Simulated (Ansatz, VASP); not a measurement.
KBr: VASP beside Ansatz

File INCAR:

```
  ALGO = Normal
  EDIFF = 1E-7
  ENCUT = 520
  GGA = PE
  ISIF = 2
  ISMEAR = -1
  LASPH = T
  LCHARG = T
  LELF = T
  LREAL = F
  LVHAR = T
  LWAVE = F
  NBANDS = 15
  NELM = 60
  PREC = Accurate
  SIGMA = 0.05
```

File KPOINTS:

```
k-points
0
Gamma
  7 7 7
```

Contents of POSCAR:

```
KBr
1.0
    4.0434990000      0.0000000000      0.0000000000
    0.0000000000      4.0434990000      0.0000000000
    0.0000000000      0.0000000000      4.0434990000
K Br
1 1
Direct
    0.0052000000      0.9922035700      0.9919326600
    0.4948000000      0.5077964300      0.5080673400
```

File input.yaml:

```yaml
crystal:
  lattice:
    - [4.043499, 0.0, 0.0]
    - [0.0, 4.043499, 0.0]
    - [0.0, 0.0, 4.043499]
  atoms:
    - { symbol: K, position: [0.0052, 0.99220357, 0.99193266] }
    - { symbol: Br, position: [0.4948, 0.50779643, 0.50806734] }
kpoints:
  mp_grid: { grid: [7, 7, 7] }
scf:
  occupations: { method: fermi_dirac, width: 0.05 }
hamiltonian:
  xc: pbe
  pseudopotentials: { kind: all_electron, lapw: { basis_error: 0.001 } }
output:
  forces: true
  stress: true
  eigenvalues: true
  populations: true
```

Change from the starting cell: all K atoms moved 0.1 Å in one direction.

Alike in both runs: task single point; functional PBE; k mesh 7 × 7 × 7; occupations fermi-dirac, width 0.05 eV; no spin polarisation.

|  | VASP | Ansatz |
| --- | --- | --- |
| version | VASP 6.6.1 | Ansatz 0.2.0 |
| potentials or method | VASP PAW PBE potentials, release 64 (K_sv, Br), cutoff 520 eV | all-electron LAPW, scalar-relativistic |

Ansatz gave:

```
gap on the k mesh at the Fermi level (eV) : 3.89
least direct gap on the mesh (eV)         : 4.13
pressure (GPa)                            : 0.0
rms of the force components (eV/Å)        : 0.032
```

**Question.** Estimate VASP's values.

**Answer.** gap on the k mesh at the Fermi level (eV): 3.89; least direct gap on the mesh (eV): 4.13; pressure (GPa): 0.0; rms of the force components (eV/Å): 0.033.

Atom by atom the forces differ by 0.001 eV/Å (rms over components). Ansatz ran all-electron here, and VASP with PAW potentials.
